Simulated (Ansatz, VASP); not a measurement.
One calculation of ZnS, two programs

Contents of POSCAR:

```
ZnS
1.0
    0.0000000000      2.6132632584      2.6132632584
    2.6132632584      0.0000000000      2.6132632584
    2.6132632584      2.6132632584      0.0000000000
Zn S
1 1
Direct
    0.0000000000      0.0000000000      0.0000000000
    0.2500000000      0.2500000000      0.2500000000
```

Contents of INCAR.step1:

```
ALGO     = Normal         # electronic algorithm
EDIFF    = 1E-5           # SCF threshold, eV
ENCUT    = 520            # plane-wave cutoff, eV
GGA      = PE             # functional
ISIF     = 2              # what is computed and relaxed
ISMEAR   = 0              # smearing method
LASPH    = True           # aspherical terms in the spheres
LCHARG   = False          # write CHGCAR
LREAL    = False          # projectors in reciprocal space
LWAVE    = True           # write WAVECAR
NBANDS   = 16             # bands
NELM     = 60             # most SCF steps
PREC     = Accurate       # precision mode
SIGMA    = 0.01           # smearing width, eV
```

INCAR.step2

```
ALGO     = Normal         # electronic algorithm
EDIFF    = 1E-6           # SCF threshold, eV
ENCUT    = 520            # plane-wave cutoff, eV
GGA      = PE             # functional
HFSCREEN = 0.2079         # screening, 1/A
ISIF     = 2              # what is computed and relaxed
ISMEAR   = 0              # smearing method
ISTART   = 1            
LASPH    = True           # aspherical terms in the spheres
LCHARG   = False          # write CHGCAR
LHFCALC  = True           # exact exchange
LREAL    = False          # projectors in reciprocal space
LWAVE    = False          # write WAVECAR
NBANDS   = 16             # bands
NELM     = 60             # most SCF steps
PREC     = Accurate       # precision mode
PRECFOCK = Normal       
SIGMA    = 0.01           # smearing width, eV
```

KPOINTS

```
k-points
0
Gamma
  6 6 6
```

Input for Ansatz:

```yaml
crystal:
  lattice:
    - [0.0, 2.6132632584, 2.6132632584]
    - [2.6132632584, 0.0, 2.6132632584]
    - [2.6132632584, 2.6132632584, 0.0]
  atoms:
    - { symbol: Zn, position: [0.0, 0.0, 0.0] }
    - { symbol: S, position: [0.25, 0.25, 0.25] }
kpoints:
  mp_grid: { grid: [6, 6, 6] }
  band_path:
    path:
      - [0.0, 0.0, 0.0]
      - [-0.5, -0.5, 0.0]
      - [-0.375, -0.375, 0.25]
      - [-0.375, 0.0, 0.375]
      - [0.0, 0.0, 0.5]
      - [-0.5, -0.25, 0.25]
    npoints: 1
hamiltonian:
  xc: hse06
scf:
  occupations: { method: fixed }
  n_extra_bands: 4
output:
  forces: true
  stress: true
  eigenvalues: true
```

Change from the starting cell: hydrostatic strain -3.0%.

Alike in both runs: task single point; functional HSE06; k mesh 6 × 6 × 6; no spin polarisation.

|  | VASP | Ansatz |
| --- | --- | --- |
| version | VASP 6.6.1 | Ansatz 0.2.0 |
| potentials or method | VASP PAW PBE potentials, release 64 (Zn, S) | plane waves, PAW |
| plane-wave cutoff (eV) | 520 | 420 |
| occupations | gaussian, width 0.01 eV | fixed |
| valence electrons in the cell | 18 | 18 |

|  | VASP | Ansatz | Ansatz less VASP |
| --- | --- | --- | --- |
| gap on the k mesh at the Fermi level (eV) | 3.81 | 3.82 | +0.005 |
| pressure (GPa) | 10.7 | 10.7 | +0.03 |

Ansatz's warnings: stress exchange threshold loose, stress scf threshold loose.
